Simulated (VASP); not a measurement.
A run of VASP 6.6.1 is set up as follows.

File INCAR:

```
ALGO = Normal ; DIPOL = 0.5 0.5 0.500
EDIFF = 1E-6 ; ENCUT = 520
GGA = PE ; IDIPOL = 3
ISIF = 2 ; ISMEAR = 0
LASPH = T ; LCHARG = F
LDIPOL = T ; LREAL = F
LWAVE = F ; NBANDS = 46
NELM = 100 ; PREC = Accurate
SIGMA = 0.05
```

KPOINTS

```
k-points
0
Gamma
  9 9 1
```

Contents of POSCAR:

```
Sn4Se3
1.0
    4.2862138182      0.0000000000      0.0000000000
   -2.1431069091      3.7119700526      0.0000000000
    0.0000000000      0.0000000000     25.4990367830
Sn Se
4 3
Direct
    0.6666666667      0.3333333333      0.2941287572
    0.3333333333      0.6666666667      0.4313762524
    0.0000000000      0.0000000000      0.5686237476
    0.6666666667      0.3333333333      0.7058712428
    0.0000000000      0.0000000000      0.3627525048
    0.6666666667      0.3333333333      0.5000000000
    0.3333333333      0.6666666667      0.6372474952
```

Potentials or basis: VASP PAW PBE potentials, release 64 (Sn_d, Se).

The run is started by

```console
$ cat potpaw_PBE.64/Sn_d/POTCAR potpaw_PBE.64/Se/POTCAR > POTCAR
$ mpirun -np 1 vasp_std > vasp.out
```

Task: Predict the largest force.

Result: 0.477 eV/Å.

Task: Estimate the band gap on the k mesh.

Result: Zero (bands 37 and 38 overlap by 0.35 eV).

Forces in eV/Å, atoms in the order of the input:
```
Sn   0.000  0.000  0.294
Sn   0.000  0.000  0.190
Sn   0.000  0.000 -0.190
Sn   0.000  0.000 -0.294
Se   0.000  0.000 -0.477
Se   0.000  0.000  0.000
Se   0.000  0.000  0.477
```

Caveat: spin-orbit coupling is left out, which moves the levels of the heavy elements.
